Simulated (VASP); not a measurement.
# Si2W (P6_222) in VASP: notebook, part 2 of 2

VASP 6.6.1. Earlier steps stand in the parts before.

## 3. Single point, LDA (c/a of the conventional cell at fixed volume 1.3274)

File INCAR:

```
SYSTEM = Si2W
  ALGO = Normal
  EDIFF = 1E-7
  ENCUT = 520
  ISIF = 2
  ISMEAR = 0
  LASPH = .TRUE.
  LCHARG = .FALSE.
  LREAL = .FALSE.
  LWAVE = .FALSE.
  NBANDS = 43
  NELM = 60
  PREC = Accurate
  SIGMA = 0.03
```

File KPOINTS:

```
k-points
0
G
  9 9 6
  0 0 0
```

File POSCAR:

```
Si2W
1.0
    4.6797998650      0.0000000000      0.0000000000
   -2.3398999325      4.0528255677      0.0000000000
    0.0000000000      0.0000000000      6.2119663407
Si W
6 3
Direct
    0.8572664714      0.7145329428      0.5000000000
    0.1427335286      0.8572664714      0.8333333333
    0.7145329428      0.8572664714      0.1666666667
    0.1427335286      0.2854670572      0.5000000000
    0.8572664714      0.1427335286      0.8333333333
    0.2854670572      0.1427335286      0.1666666667
    0.0000000000      0.5000000000      0.1666666667
    0.5000000000      0.5000000000      0.8333333333
    0.5000000000      0.0000000000      0.5000000000
```

Potentials or basis: VASP PAW LDA potentials, release 64 (Si, W_sv).

The run is started by

```console
$ cat potpaw_LDA.64/Si/POTCAR potpaw_LDA.64/W_sv/POTCAR > POTCAR
$ mpirun -np 1 vasp_std > vasp.out
```

OUTCAR:

```text
SYSTEM = Si2W
   EDIFF = 1E-7
   ENCUT = 520
   ISIF = 2
   ISMEAR = 0
   LASPH = .TRUE.
   LREAL = .FALSE.
   NELM = 60
   PREC = Accurate

 ion  position               nearest neighbor table
   1  0.857  0.715  0.500-   4 2.31   2 2.37   3 2.37   7 2.53   8 2.53   9 2.61   9 2.61   6 2.88
                             5 2.88   9 2.90   4 2.92   4 2.92
   2  0.143  0.857  0.833-   5 2.31   1 2.37   6 2.37   9 2.53   7 2.53   8 2.61   8 2.61   4 2.88
                             3 2.88   8 2.90   5 2.92   5 2.92
   3  0.715  0.857  0.167-   6 2.31   1 2.37   5 2.37   9 2.53   8 2.53   7 2.61   7 2.61   4 2.88
                             2 2.88   7 2.90   6 2.92   6 2.92
   4  0.143  0.285  0.500-   1 2.31   5 2.37   6 2.37   7 2.53   8 2.53   9 2.61   9 2.61   3 2.88
                             2 2.88   9 2.90   1 2.92   1 2.92
[... 1336 lines left out ...]
 -----------------------------------------------------------------------------
  energy-cutoff  :      520.00
  volume of cell :      117.82
      direct lattice vectors                 reciprocal lattice vectors
     4.679799865  0.000000000  0.000000000     0.213684352  0.123370718  0.000000000
    -2.339899932  4.052825568  0.000000000     0.000000000  0.246741436  0.000000000
     0.000000000  0.000000000  6.211966341     0.000000000  0.000000000  0.160979623

 POSITION                                       TOTAL-FORCE (eV/Angst)
 -----------------------------------------------------------------------------------
      2.33990      2.89588      3.10598        -0.000000     -3.158461     -0.000000
     -1.33795      3.47435      5.17664         2.735308     -1.579231     -0.000000
      1.33795      3.47435      1.03533        -2.735308     -1.579231     -0.000000
     -0.00000      1.15695      3.10598        -0.000000      3.158461     -0.000000
      3.67785      0.57847      5.17664        -2.735308      1.579231     -0.000000
      1.00195      0.57847      1.03533         2.735308      1.579231     -0.000000
     -1.16995      2.02641      1.03533        -0.000000     -0.000000     -0.000000
      1.16995      2.02641      5.17664        -0.000000     -0.000000      0.000000
      2.33990      0.00000      3.10598        -0.000000     -0.000000     -0.000000
 -----------------------------------------------------------------------------------
    total drift:                               -0.000000      0.000000      0.000000

  FREE ENERGIE OF THE ION-ELECTRON SYSTEM (eV)
  ---------------------------------------------------
  free  energy   TOTEN  =       -79.5647215347 eV

  energy  without entropy=      -79.5634499846  energy(sigma->0) =      -79.56408576
```

stdout:

```text
POSCAR found type information on POSCAR SiW
 POSCAR found :  2 types and       9 ions
 scaLAPACK will be used
 LDA part: xc-table for (Slater(with rela. corr.)+CA(PZ))
 , standard interpolation
 POSCAR, INCAR and KPOINTS ok, starting setup
 FFT: planning ... GRIDC
 FFT: planning ... GRID_SOFT
 FFT: planning ... GRID
 WAVECAR not read
 entering main loop
```

Run time: 3.8 min. Hardware: 1 thread of Intel Xeon 6975P-C, shared host; peak memory 0.31 GiB.

Results:

| Quantity | Value |
| --- | --- |
| Free energy | -79.5647 eV |
| Pressure | 6.7 GPa |
| Largest force | 3.158 eV/Å |
| Band gap on the k mesh | zero (band 33 reaches 13.23 eV, above the bottom of band 34 at 12.61 eV) |

Forces on the atoms (eV/Å):
```
Si   0.000 -3.158  0.000
Si   2.735 -1.579  0.000
Si  -2.735 -1.579  0.000
Si   0.000  3.158  0.000
Si  -2.735  1.579  0.000
Si   2.735  1.579  0.000
W    0.000  0.000  0.000
W    0.000  0.000  0.000
W    0.000  0.000  0.000
```

Stress tensor (GPa, compression positive):
```
 0.94  0.00  0.00
 0.00  0.94  0.00
 0.00  0.00 18.31
```

Levels at points of the mesh, in eV from the Fermi level:
| k point | band 30 | band 31 | band 32 | band 33 | band 34 | band 35 | band 36 | band 37 |
| --- | --- | --- | --- | --- | --- | --- | --- | --- |
| (0.00, 0.00, 0.00) | -3.15 | -3.15 | -1.85 | -0.22 | 1.24 | 1.24 | 1.82 | 2.22 |
| (0.00, 0.00, 0.50) | -2.46 | -2.46 | 0.00 | 0.00 | 1.91 | 1.91 | 1.93 | 1.93 |

Caveat: spin-orbit coupling is left out, which moves the levels of the heavy elements; forces of over 1 eV/Å act on the atoms, so gaps and moduli don't describe the material at rest.

## 4. Single point, LDA (c/a of the conventional cell at fixed volume 1.5198)

File INCAR:

```
SYSTEM = Si2W
PREC = Accurate
ENCUT = 520
EDIFF = 1E-7
ISMEAR = 0
SIGMA = 0.03
LREAL = .FALSE.
LASPH = .TRUE.
NELM = 100
ALGO = Normal
ISIF = 2
LWAVE = .FALSE.
LCHARG = .FALSE.
GGA = CA
NBANDS = 43
```

File KPOINTS:

```
Automatic mesh
0
G
  9 9 6
  0 0 0
```

POSCAR, as its differences from that of step 3:

```diff
@@ -2,5 +2,5 @@
 1.0
-    4.6797998650      0.0000000000      0.0000000000
-   -2.3398999325      4.0528255677      0.0000000000
-    0.0000000000      0.0000000000      6.2119663407
+    4.4733451149      0.0000000000      0.0000000000
+   -2.2366725575      3.8740305094      0.0000000000
+    0.0000000000      0.0000000000      6.7985899057
 Si W
```

The run is started by

```console
$ cat potpaw_LDA.64/Si/POTCAR potpaw_LDA.64/W_sv/POTCAR > POTCAR
$ mpirun -np 1 vasp_std > vasp.out
```

Run time: 4.4 min. Hardware: 1 thread of Intel Xeon 6975P-C, shared host; peak memory 0.32 GiB.

It converged, with:

| Item | Value |
| --- | --- |
| Free energy | -79.3583 eV |
| Pressure | 6.5 GPa |
| Largest force | 4.256 eV/Å |
| Band gap on the k mesh | zero (band 33 reaches 12.69 eV, above the bottom of band 34 at 12.39 eV) |

Forces in eV/Å, atoms in the order of the input:
```
Si   0.000 -4.256  0.000
Si   3.686 -2.128  0.000
Si  -3.686 -2.128  0.000
Si   0.000  4.256  0.000
Si  -3.686  2.128  0.000
Si   3.686  2.128  0.000
W    0.000  0.000  0.000
W    0.000  0.000  0.000
W    0.000  0.000  0.000
```

Stress tensor (GPa, compression positive):
```
14.06  0.00  0.00
 0.00 14.06  0.00
 0.00  0.00 -8.59
```

Levels at points of the mesh, in eV from the Fermi level:
```
           k point  band 29  band 30  band 31  band 32  band 33  band 34  band 35  band 36  band 37  band 38
(0.00, 0.00, 0.00)    -2.84    -2.46    -2.46    -1.03    -0.41     1.49     1.49     2.42     2.49     2.49
(0.00, 0.00, 0.50)    -2.71    -1.44    -1.44    -0.71    -0.71     1.83     1.83     2.49     2.50     2.53
```

Caveat: spin-orbit coupling is left out, which moves the levels of the heavy elements; forces of over 1 eV/Å act on the atoms, so gaps and moduli don't describe the material at rest.

## 5. Single point, LDA (c/a of the conventional cell at fixed volume 1.3659)

File INCAR:

```
  ALGO = Normal
  EDIFF = 1E-6
  ENCUT = 520
  ISIF = 2
  ISMEAR = 0
  LASPH = T
  LCHARG = T
  LELF = T
  LREAL = F
  LVHAR = T
  LWAVE = F
  NBANDS = 43
  NELM = 60
  PREC = Accurate
  SIGMA = 0.03
```

File KPOINTS:

```
k-points
0
Gamma
  9 9 6
```

POSCAR, as its differences from that of step 4:

```diff
@@ -2,5 +2,5 @@
 1.0
-    4.4733451149      0.0000000000      0.0000000000
-   -2.2366725575      3.8740305094      0.0000000000
-    0.0000000000      0.0000000000      6.7985899057
+    4.6354110315      0.0000000000      0.0000000000
+   -2.3177055157      4.0143837103      0.0000000000
+    0.0000000000      0.0000000000      6.3315079279
 Si W
```

The run is started by

```console
$ cat potpaw_LDA.64/Si/POTCAR potpaw_LDA.64/W_sv/POTCAR > POTCAR
$ mpirun -np 1 vasp_std > vasp.out
```

It took 3.1 min on 1 thread of Intel Xeon 6975P-C, shared host; peak memory 0.31 GiB.

The run converged. Its results:

| Property | Result |
| --- | --- |
| Free energy | -79.7460 eV |
| Pressure | 5.8 GPa |
| Largest force | 3.364 eV/Å |
| Band gap on the k mesh | zero (band 33 reaches 13.14 eV, above the bottom of band 34 at 12.55 eV) |

Forces on the atoms (eV/Å):
```
Si   0.000 -3.364  0.000
Si   2.913 -1.682  0.000
Si  -2.913 -1.682  0.000
Si   0.000  3.364  0.000
Si  -2.913  1.682  0.000
Si   2.913  1.682  0.000
W    0.000  0.000  0.000
W    0.000  0.000  0.000
W    0.000  0.000  0.000
```

Stress tensor (GPa, compression positive):
```
 2.96  0.00  0.00
 0.00  2.96  0.00
 0.00  0.00 11.46
```

Levels at points of the mesh, in eV from the Fermi level:
```
           k point  band 29  band 30  band 31  band 32  band 33  band 34  band 35  band 36  band 37  band 38
(0.00, 0.00, 0.00)    -3.62    -3.02    -3.02    -1.68    -0.25     1.33     1.33     2.07     2.28     2.81
(0.00, 0.00, 0.50)    -3.26    -2.25    -2.25    -0.08    -0.08     1.88     1.88     2.18     2.18     2.46
```

Caveat: spin-orbit coupling is left out, which moves the levels of the heavy elements; forces of over 1 eV/Å act on the atoms, so gaps and moduli don't describe the material at rest.

## 6. The runs side by side

| cell | gap on the mesh (eV) | pressure (GPa) | largest force (eV/Å) |
| --- | --- | --- | --- |
| a = 4.552, b = 4.552, c = 6.567 Å, angles 90.0, 90.0, 120.0°, 9 atoms | none | 1.5 | 1.64 |
| a = 4.680, b = 4.680, c = 6.212 Å, angles 90.0, 90.0, 120.0°, 9 atoms | none | 6.7 | 3.16 |
| a = 4.473, b = 4.473, c = 6.799 Å, angles 90.0, 90.0, 120.0°, 9 atoms | none | 6.5 | 4.26 |
| a = 4.635, b = 4.635, c = 6.332 Å, angles 90.0, 90.0, 120.0°, 9 atoms | none | 5.8 | 3.36 |

Alike in all rows: task single point; level LDA; potentials or basis VASP PAW LDA potentials, release 64 (Si, W_sv); no spin polarisation; k mesh 9 × 9 × 6; cutoff (eV) 520; smearing gaussian 0.03 eV.

Caveats: spin-orbit coupling is left out, which moves the levels of the heavy elements; forces of over 1 eV/Å act on the atoms, so gaps and moduli don't describe the material at rest.

Absolute energies hang on the potentials; compare differences alone.
